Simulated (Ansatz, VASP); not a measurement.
Si in VASP and in Ansatz

Contents of INCAR:

```
ALGO = Normal
EDIFF = 1E-6
ENCUT = 500
GGA_COMPAT = False
ISIF = 2
ISMEAR = -1
LASPH = True
LCHARG = False
LREAL = False
LWAVE = False
NBANDS = 11
NELM = 120
PREC = Accurate
SIGMA = 0.08
```

The input KPOINTS:

```
k-points
0
Gamma
  12 12 12
```

POSCAR

```
Si
1.0
    0.0000000000      2.4862552892      2.4862552892
    2.4862552892      0.0000000000      2.4862552892
    2.4862552892      2.4862552892      0.0000000000
Si
2
Direct
   -0.1250000000     -0.1250000000     -0.1250000000
    0.1250000000      0.1250000000      0.1250000000
```

Input for Ansatz:

```yaml
crystal:
  lattice:
    - [0.0, 2.4862552892, 2.4862552892]
    - [2.4862552892, 0.0, 2.4862552892]
    - [2.4862552892, 2.4862552892, 0.0]
  atoms:
    - { symbol: Si, position: [-0.125, -0.125, -0.125] }
    - { symbol: Si, position: [0.125, 0.125, 0.125] }
kpoints:
  mp_grid: { grid: [12, 12, 12] }
scf:
  occupations: { method: fermi_dirac, width: 0.08 }
hamiltonian:
  xc: lda
  pseudopotentials: { kind: paw }
output:
  forces: true
  stress: true
  eigenvalues: true
  populations: true
  write_density: true
  write_potential: true
  elf: true
  volumetric_format: npy
```

Change from the starting cell: volume scaled by 0.78, PAW files.

Alike in both runs: task single point; functional LDA; k mesh 12 × 12 × 12; occupations fermi-dirac, width 0.08 eV; no spin polarisation.

```csv
,VASP,Ansatz
version,VASP 6.6.1,Ansatz 0.2.0
potentials or method,"VASP PAW LDA potentials, release 64 (Si)","PAW with Ansatz's default frozen-core files, scalar-relativistic"
plane-wave cutoff (eV),500,420
valence electrons in the cell,8,8
```

|  | VASP | Ansatz | Ansatz less VASP |
| --- | --- | --- | --- |
| pressure (GPa) | 39.9 | 39.7 | -0.21 |

LDA's correlation is that of Perdew and Zunger in VASP and of Perdew and Wang (1992) in Ansatz. Both programs put the cell under a high pressure, so it lies far from rest at this level.
